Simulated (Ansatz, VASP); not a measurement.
## Two plane-wave programs on YAgC4N4

```xyz
10
Lattice="6.6907 0.0000 0.0000 0.0000 6.6907 0.0000 0.0000 0.0000 6.6907" Properties=species:S:1:pos:R:3 pbc="T T T"
Y     0.0000    0.0000    0.0000
Ag    3.3453    3.3453    3.3453
C     1.3776    1.3776    1.3776
C     1.3776    5.3131    5.3131
C     5.3131    1.3776    5.3131
C     5.3131    5.3131    1.3776
N     2.0515    2.0515    2.0515
N     2.0515    4.6392    4.6392
N     4.6392    2.0515    4.6392
N     4.6392    4.6392    2.0515
```

Alike in both runs: functional PBE; k mesh 4 × 4 × 4; occupations gaussian, width 0.02 eV; no spin polarisation.

Ansatz relaxed the structure, and its values are those at the end. VASP's run is a single point on that final structure, the one shown.

|  | VASP | Ansatz |
| --- | --- | --- |
| version | VASP 6.6.1 | Ansatz 0.2.0 |
| potentials or method | VASP PAW PBE potentials, release 64 (Y_sv, Ag, C, N), cutoff 520 eV | scalar-relativistic, plane waves, PAW |
| valence electrons in the cell | 58 | 66 |

|  | VASP | Ansatz | Ansatz less VASP |
| --- | --- | --- | --- |
| gap on the k mesh at the Fermi level (eV) | 2.72 | 2.73 | +0.005 |
| least direct gap on the mesh (eV) | 2.74 | 2.74 | +0.005 |
| pressure (GPa) | 0.2 | 0.0 | -0.23 |
| rms of the force components (eV/Å) | 0.217 | 0.002 | -0.2151 |

One of these differences is far larger than is usual between the two programs; its cause wasn't traced. With one functional, cell and mesh, what is left measures potentials, basis and numerics. VASP's potentials hold 58 valence electrons a cell and Ansatz's 66, so a difference there can come from the potentials and not from the codes.

Noted on VASP's run: the standard files for N, O and F lose accuracy on very short bonds.
